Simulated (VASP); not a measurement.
# BiAs (Pm-3m) in VASP: notebook

The runs below take BiAs through vibrations by perturbation theory, with PBE.

Everything below comes from runs of VASP 6.6.1. Logs are shortened: lines on timing, memory, paths and dates and some standing lists are left out, and cuts for length are marked.

## (1) The cell of the first run

Symmetry: Pm-3m, No. 221, cubic system. Conventional cell: a = 3.738 Å, b = 3.738 Å, c = 3.738 Å, α = 90.00°, β = 90.00°, γ = 90.00°. Bi (site symmetry m-3m) has 8 As at 3.24 Å and 6 Bi at 3.74 Å within 4.3 Å. As (site symmetry m-3m) has 8 Bi at 3.24 Å and 6 As at 3.74 Å within 4.3 Å.

## (2) Vibrations by perturbation theory, PBE

INCAR

```
SYSTEM = BiAs
  ALGO = Normal
  EDIFF = 1E-8
  ENCUT = 520
  GGA = PE
  IBRION = 8
  ISIF = 2
  ISMEAR = -1
  LASPH = .TRUE.
  LCHARG = .FALSE.
  LREAL = .FALSE.
  LWAVE = .FALSE.
  NBANDS = 17
  NELM = 100
  NSW = 1
  PREC = Accurate
  SIGMA = 0.15
```

KPOINTS

```
k-points
0
G
  12 12 12
  0 0 0
```

POSCAR

```
BiAs
1.0
    3.7376000000      0.0000000000      0.0000000000
    0.0000000000      3.7376000000      0.0000000000
    0.0000000000      0.0000000000      3.7376000000
Bi As
1 1
Direct
    0.0000000000      0.0000000000      0.0000000000
    0.5000000000      0.5000000000      0.5000000000
```

Potentials or basis: VASP PAW PBE potentials, release 64 (Bi_d, As).

On the command line:

```bash
$ cat potpaw_PBE.64/Bi_d/POTCAR potpaw_PBE.64/As/POTCAR > POTCAR
$ mpirun -np 1 vasp_std > vasp.out
```

OUTCAR:

```text
SYSTEM = BiAs
   EDIFF = 1E-8
   ENCUT = 520
   GGA = PE
   IBRION = 8
   ISIF = 2
   ISMEAR = -1
   LASPH = .TRUE.
   LREAL = .FALSE.
   NELM = 100
   NSW = 1
   PREC = Accurate

 ion  position               nearest neighbor table
   1  0.000  0.000  0.000-   2 3.24   2 3.24   2 3.24   2 3.24   2 3.24   2 3.24   2 3.24   2 3.24

   2  0.500  0.500  0.500-   1 3.24   1 3.24   1 3.24   1 3.24   1 3.24   1 3.24   1 3.24   1 3.24

  LATTYP: Found a simple cubic cell.
 ALAT       =     3.7376000000

  Lattice vectors:

 A1 = (   3.7376000000,   0.0000000000,   0.0000000000)
 A2 = (   0.0000000000,   3.7376000000,   0.0000000000)
 A3 = (   0.0000000000,   0.0000000000,   3.7376000000)

Analysis of symmetry for initial positions (statically):
=====================================================================
 Subroutine PRICEL returns:
 Original cell was already a primitive cell.

 Routine SETGRP: Setting up the symmetry group for a
 simple cubic supercell.

 Subroutine GETGRP returns: Found 48 space group operations
 (whereof 48 operations were pure point group operations)
 out of a pool of 48 trial point group operations.

The static configuration has the point symmetry O_h .

Analysis of symmetry for dynamics (positions and initial velocities):
=====================================================================
 Subroutine PRICEL returns:
 Original cell was already a primitive cell.

 Routine SETGRP: Setting up the symmetry group for a
 simple cubic supercell.

 Subroutine GETGRP returns: Found 48 space group operations
 (whereof 48 operations were pure point group operations)
 out of a pool of 48 trial point group operations.

The dynamic configuration has the point symmetry O_h .

 Subroutine INISYM returns: Found 48 space group operations
 (whereof 48 operations are pure point group operations),
 and found     1 'primitive' translations

[... 642 lines left out ...]

 VOLUME and BASIS-vectors are now :
 -----------------------------------------------------------------------------
  energy-cutoff  :      520.00
  volume of cell :       52.21
      direct lattice vectors                 reciprocal lattice vectors
     3.737600000  0.000000000  0.000000000     0.267551370  0.000000000  0.000000000
     0.000000000  3.737600000  0.000000000     0.000000000  0.267551370  0.000000000
     0.000000000  0.000000000  3.737600000     0.000000000  0.000000000  0.267551370

 POSITION                                       TOTAL-FORCE (eV/Angst)
 -----------------------------------------------------------------------------------
      0.00000      0.00000      0.00000         0.000000      0.000000      0.000000
      1.86880      1.86880      1.86880         0.000000      0.000000      0.000000
 -----------------------------------------------------------------------------------
    total drift:                               -0.000000      0.000000     -0.000000

  FREE ENERGIE OF THE ION-ELECTRON SYSTEM (eV)
  ---------------------------------------------------
  free  energy   TOTEN  =        -8.0930431575 eV

  energy  without entropy=       -7.9968404005  energy(sigma->0) =       -8.04494178

[... ionic steps 2 to 3 ...]

--------------------------------------- Ionic step        4  -------------------------------------------

------------------------ aborting loop because EDIFF is reached ----------------------------------------

[... ionic steps 5 to 6 ...]

--------------------------------------- Ionic step        7  -------------------------------------------

 Free energy of the ion-electron system (eV)
  ---------------------------------------------------
  ---------------------------------------------------
  free energy    TOTEN  =        -0.04254103 eV

  energy without entropy =       -0.04254103

------------------------ aborting loop because EDIFF is reached ----------------------------------------

 INTERNAL STRAIN TENSOR  FOR ION    2  DIRECTION 1   (eV/Angst):
 -----------------------------------------------------------------------------
    -0.00993 -0.00000  0.00000
     0.00000  0.00726 -0.00000
    -0.00000 -0.00000  0.00726

 INTERNAL STRAIN TENSOR FOR ION    2 for displacements in x,y,z  (eV/Angst):
          X           Y           Z          XY          YZ          ZX
  --------------------------------------------------------------------------------
  x     0.00000     0.00000     0.00000     0.00000     0.00000     0.00000
  y     0.00000     0.00000     0.00000     0.00000     0.00000     0.00000
  z     0.00000     0.00000     0.00000     0.00000     0.00000     0.00000

 SECOND DERIVATIVES (NOT SYMMETRIZED)
 ------------------------------------
               1X          1Y          1Z          2X          2Y          2Z
  1X     0.535735    0.000000   -0.000000   -0.535735   -0.000000    0.000000
  1Y     0.000000    0.535735   -0.000000   -0.000000   -0.535735    0.000000
  1Z     0.000000   -0.000000    0.535735   -0.000000    0.000000   -0.535735
  2X    -0.561816   -0.000000   -0.000000    0.561816    0.000000    0.000000
  2Y    -0.000000   -0.561816   -0.000000    0.000000    0.561816    0.000000
  2Z     0.000000    0.000000   -0.561816   -0.000000   -0.000000    0.561816

 Eigenvectors and eigenvalues of the dynamical matrix
 ----------------------------------------------------

   1 f  =    0.016241 THz     0.102048 2PiTHz    0.541757 cm-1     0.067169 meV
             X         Y         Z           dx          dy          dz
      0.000000  0.000000  0.000000     0.000000    0.863236    0.000000
      1.868800  1.868800  1.868800     0.000000    0.504801    0.000000
[... 21 lines left out ...]
   6 f/i=    1.568273 THz     9.853748 2PiTHz   52.311944 cm-1     6.485852 meV
             X         Y         Z           dx          dy          dz
      0.000000  0.000000  0.000000     0.000000   -0.504801   -0.000000
      1.868800  1.868800  1.868800     0.000000    0.863236    0.000000

--------------------------------------------------------------------------------------------------------

 ELASTIC MODULI CONTR FROM IONIC RELAXATION (kBar)
 Direction    XX          YY          ZZ          XY          YZ          ZX
 --------------------------------------------------------------------------------
 XX           0.0000      0.0000      0.0000      0.0000      0.0000      0.0000
 YY           0.0000      0.0000      0.0000      0.0000      0.0000      0.0000
 ZZ           0.0000      0.0000      0.0000      0.0000      0.0000      0.0000
 XY           0.0000      0.0000      0.0000      0.0000      0.0000      0.0000
 YZ           0.0000      0.0000      0.0000      0.0000      0.0000      0.0000
 ZX           0.0000      0.0000      0.0000      0.0000      0.0000      0.0000
 --------------------------------------------------------------------------------
```

OSZICAR:

```text
N       E                     dE             d eps       ncg     rms          rms(c)
DAV:   1     0.147968440160E+03    0.14797E+03   -0.99670E+03  2856   0.124E+03
DAV:   2     0.191059623199E+01   -0.14606E+03   -0.14264E+03  3077   0.328E+02
DAV:   3    -0.800128215431E+01   -0.99119E+01   -0.97640E+01  3587   0.857E+01
DAV:   4    -0.822730263243E+01   -0.22602E+00   -0.22583E+00  3578   0.138E+01
[... 44 lines left out ...]
RMM:   8    -0.425411052258E-01   -0.29231E-06   -0.42603E-08 13783   0.292E-04    0.133E-05
RMM:   9    -0.425410118866E-01    0.93339E-07   -0.11491E-07 13669   0.122E-04    0.377E-06
RMM:  10    -0.425410320167E-01   -0.20130E-07   -0.37480E-08 13806   0.537E-05    0.130E-06
RMM:  11    -0.425410333449E-01   -0.13283E-08   -0.20561E-08 12756   0.333E-05    0.239E-07
 Linear response finished
```

Wall time 8.1 min (1 thread of Intel Xeon Platinum 8259CL at 2.50GHz (Skylake/Cascade Lake), shared host); peak memory 0.46 GiB.

What came out:

- Highest phonon frequency at Γ, LO-TO splitting left out: 1 cm⁻¹
- Most unstable mode: 52i cm⁻¹

Phonon frequencies in cm⁻¹ (negative: imaginary):
| q point | frequencies |
| --- | --- |
| (0.000, 0.000, 0.000) | -52 -52 -52 1 1 1 |

Caveat: the cell wasn't relaxed at this level first, which shifts response properties; some modes are imaginary; spin-orbit coupling is left out, which moves the levels of the heavy elements.

## (3) Vibrations by perturbation theory, PBE

This run uses another cell than the first one, of 21.85 Å³/atom, 0.837 times its volume.

INCAR

```
PREC     = Accurate       # precision mode
ENCUT    = 520            # plane-wave cutoff, eV
EDIFF    = 1E-8           # SCF threshold, eV
ISMEAR   = -1             # smearing method
SIGMA    = 0.15           # smearing width, eV
LREAL    = F              # projectors in reciprocal space
LASPH    = T              # aspherical terms in the spheres
NELM     = 100            # most SCF steps
ALGO     = Normal         # electronic algorithm
ISIF     = 2              # what is computed and relaxed
LWAVE    = F              # write WAVECAR
LCHARG   = T              # write CHGCAR
GGA      = PE             # functional
NBANDS   = 17             # bands
IBRION   = 8              # ionic algorithm
NSW      = 1              # ionic steps
```

KPOINTS

```
regular mesh
0
Gamma
  12 12 12
```

POSCAR

```
BiAs
1.0
    3.5222000000      0.0000000000      0.0000000000
    0.0000000000      3.5222000000      0.0000000000
    0.0000000000      0.0000000000      3.5222000000
Bi As
1 1
Direct
    0.0000000000      0.0000000000      0.0000000000
    0.5000000000      0.5000000000      0.5000000000
```

Potentials or basis: VASP PAW PBE potentials, release 64 (Bi_d, As).

On the command line:

```bash
$ cat potpaw_PBE.64/Bi_d/POTCAR potpaw_PBE.64/As/POTCAR > POTCAR
$ mpirun -np 1 vasp_std > vasp.out
```

OUTCAR:

```text
PREC = Accurate
   ENCUT = 520
   EDIFF = 1E-8
   ISMEAR = -1
   LREAL = F
   LASPH = T
   NELM = 100
   ISIF = 2
   GGA = PE
   IBRION = 8
   NSW = 1

 ion  position               nearest neighbor table
   1  0.000  0.000  0.000-   2 3.05   2 3.05   2 3.05   2 3.05   2 3.05   2 3.05   2 3.05   2 3.05

   2  0.500  0.500  0.500-   1 3.05   1 3.05   1 3.05   1 3.05   1 3.05   1 3.05   1 3.05   1 3.05

  LATTYP: Found a simple cubic cell.
 ALAT       =     3.5222000000

  Lattice vectors:
[... 736 lines left out ...]
               1X          1Y          1Z          2X          2Y          2Z
  1X    -1.750745    0.000000    0.000000    1.750745    0.000000   -0.000000
  1Y     0.000000   -1.750745   -0.000000    0.000000    1.750745    0.000000
  1Z     0.000000   -0.000000   -1.750745   -0.000000    0.000000    1.750745
  2X     1.723128    0.000000    0.000000   -1.723128   -0.000000   -0.000000
  2Y    -0.000000    1.723128    0.000000    0.000000   -1.723128   -0.000000
  2Z     0.000000    0.000000    1.723128   -0.000000   -0.000000   -1.723128

 Eigenvectors and eigenvalues of the dynamical matrix
 ----------------------------------------------------

   1 f  =    2.769210 THz    17.399460 2PiTHz   92.370903 cm-1    11.452527 meV
             X         Y         Z           dx          dy          dz
      0.000000  0.000000  0.000000     0.000000   -0.516727    0.000000
      1.761100  1.761100  1.761100    -0.000000    0.856150    0.000000
[... 21 lines left out ...]
   6 f/i=    0.009739 THz     0.061195 2PiTHz    0.324872 cm-1     0.040279 meV
             X         Y         Z           dx          dy          dz
      0.000000  0.000000  0.000000    -0.853419    0.064002    0.023917
      1.761100  1.761100  1.761100    -0.515079    0.038629    0.014435

--------------------------------------------------------------------------------------------------------

 ELASTIC MODULI CONTR FROM IONIC RELAXATION (kBar)
 Direction    XX          YY          ZZ          XY          YZ          ZX
 --------------------------------------------------------------------------------
 XX           0.0000      0.0000      0.0000      0.0000      0.0000      0.0000
 YY           0.0000      0.0000      0.0000      0.0000      0.0000      0.0000
 ZZ           0.0000      0.0000      0.0000      0.0000      0.0000      0.0000
 XY           0.0000      0.0000      0.0000      0.0000      0.0000      0.0000
 YZ           0.0000      0.0000      0.0000      0.0000      0.0000      0.0000
 ZX           0.0000      0.0000      0.0000      0.0000      0.0000      0.0000
 --------------------------------------------------------------------------------
```

stdout:

```text
POSCAR found type information on POSCAR BiAs
 POSCAR found :  2 types and       2 ions
 scaLAPACK will be used
 LDA part: xc-table for (Slater+PW92), standard interpolation
 POSCAR, INCAR and KPOINTS ok, starting setup
 FFT: planning ... GRIDC
 FFT: planning ... GRID_SOFT
 FFT: planning ... GRID
 WAVECAR not read
 entering main loop
 Linear response reoptimize wavefunctions to high precision
 Linear response DOF=           2
 Linear response progress:
 first order change of Fermi-energy   0.56819E-03
 force on displaced ion       1 direction 1 :  -1.751  -0.000  -0.000
 Linear response progress:
 first order change of Fermi-energy  -0.31442E-03
 force on displaced ion       2 direction 1 :  -1.723  -0.000   0.000
 Linear response finished
```

It took 7.2 min on 1 thread of Intel Xeon Platinum 8259CL at 2.50GHz (Skylake/Cascade Lake), shared host; peak memory 0.42 GiB.

What came out:

```yaml
Highest_phonon_frequency_at_Γ_LO-TO_splitting_left_out: 92 cm⁻¹
```

Phonon frequencies in cm⁻¹ (negative: imaginary):
```csv
q point,frequencies
"(0.000, 0.000, 0.000)",0 0 0 92 92 92
```

Caveat: the cell wasn't relaxed at this level first, which shifts response properties; spin-orbit coupling is left out, which moves the levels of the heavy elements.
